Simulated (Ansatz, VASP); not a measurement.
ZnMo2Se4 in VASP and in Ansatz

INCAR

```
ALGO = Normal
EDIFF = 1E-7
ENCUT = 520
GGA = PE
ISIF = 2
ISMEAR = -1
LASPH = True
LCHARG = False
LREAL = False
LWAVE = False
NBANDS = 41
NELM = 60
PREC = Accurate
SIGMA = 0.05
```

KPOINTS

```
k-points
0
Gamma
  9 9 2
```

Contents of POSCAR:

```
ZnMo2Se4
1.0
    3.3569717624      0.0000000000      0.0000000000
   -1.6784858812      2.9072228260      0.0000000000
    0.0000000000      0.0000000000     18.1106346931
Mo Se Zn
2 4 1
Direct
    0.6666666667      0.3333333333      0.2392630000
    0.0000000000      0.0000000000      0.7732790000
    0.0000000000      0.0000000000      0.3332870000
    0.6666666667      0.3333333333      0.6788960000
    0.6666666667      0.3333333333      0.8669470000
    0.0000000000      0.0000000000      0.1453890000
    0.0000000000      0.0000000000      0.5199400000
```

input.yaml

```yaml
crystal:
  lattice:
    - [3.3569717624, 0.0, 0.0]
    - [-1.6784858812, 2.907222826, 0.0]
    - [0.0, 0.0, 18.1106346931]
  atoms:
    - { symbol: Mo, position: [0.6666666667, 0.3333333333, 0.239263] }
    - { symbol: Mo, position: [0.0, 0.0, 0.773279] }
    - { symbol: Se, position: [0.0, 0.0, 0.333287] }
    - { symbol: Se, position: [0.6666666667, 0.3333333333, 0.678896] }
    - { symbol: Se, position: [0.6666666667, 0.3333333333, 0.866947] }
    - { symbol: Se, position: [0.0, 0.0, 0.145389] }
    - { symbol: Zn, position: [0.0, 0.0, 0.51994] }
hamiltonian:
  xc: pbe
  pseudopotentials: { kind: paw }
kpoints:
  mp_grid: { grid: [9, 9, 2] }
scf:
  occupations: { method: fermi_dirac, width: 0.05 }
output:
  forces: true
  stress: true
  eigenvalues: true
```

Alike in both runs: task single point; functional PBE; k mesh 9 × 9 × 2; occupations fermi-dirac, width 0.05 eV; no spin polarisation.

```csv
,VASP,Ansatz
version,VASP 6.6.1,Ansatz 0.2.0
potentials or method,"VASP PAW PBE potentials, release 64 (Mo_sv, Se, Zn)",Ansatz PAW
plane-wave cutoff (eV),520,420
valence electrons in the cell,64,104
```

VASP gave:

| Item | Value |
| --- | --- |
| gap on the k mesh at the Fermi level (eV) | 0.25 |
| least direct gap on the mesh (eV) | 0.25 |
| pressure (GPa) | -3.5 |
| traceless stress, the component that is largest in VASP (GPa) | -0.37 |
| rms of the force components (eV/Å) | 0.269 |

Q: Estimate Ansatz's values.

A: gap on the k mesh at the Fermi level (eV): 0.26; least direct gap on the mesh (eV): 0.26; pressure (GPa): -3.6; traceless stress, the component that is largest in VASP (GPa): -0.40; rms of the force components (eV/Å): 0.281.

Atom by atom the forces differ by 0.012 eV/Å (rms over components). With one functional, cell and mesh, what is left measures potentials, basis and numerics. VASP's potentials hold 64 valence electrons a cell and Ansatz's 104, so a difference there can come from the potentials and not from the codes.

Noted on Ansatz's run: odd divisions of the mesh miss points on the zone boundary, where band edges often lie, so the gap on the mesh can be too wide.
